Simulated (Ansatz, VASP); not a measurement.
ScAg2: VASP beside Ansatz

```
CELL_PARAMETERS angstrom
-1.82624 1.82624 4.60728
1.82624 -1.82624 4.60728
1.82624 1.82624 -4.60728
ATOMIC_POSITIONS crystal
Sc 0.00000 0.00000 0.00000
Ag 0.66664 0.66664 0.00000
Ag 0.33336 0.33336 0.00000
```

Alike in both runs: task single point; functional LDA; k mesh 11 × 11 × 11; no spin polarisation.

|  | VASP | Ansatz |
| --- | --- | --- |
| version | VASP 6.6.1 | Ansatz 0.2.0 |
| potentials or method | VASP PAW LDA potentials, release 64 (Sc_sv, Ag), cutoff 520 eV | plane waves, PAW |
| occupations | methfessel-paxton of order 1, width 0.15 eV | cold, width 0.15 eV |
| valence electrons in the cell | 33 | 49 |

|  | VASP | Ansatz | Ansatz less VASP |
| --- | --- | --- | --- |
| pressure (GPa) | -12.9 | -13.1 | -0.19 |
| traceless stress, the component that is largest in VASP (GPa) | -1.09 | -1.12 | -0.031 |

LDA's correlation is that of Perdew and Zunger in VASP and of Perdew and Wang (1992) in Ansatz. VASP's potentials hold 33 valence electrons a cell and Ansatz's 49, so a difference there can come from the potentials and not from the codes.
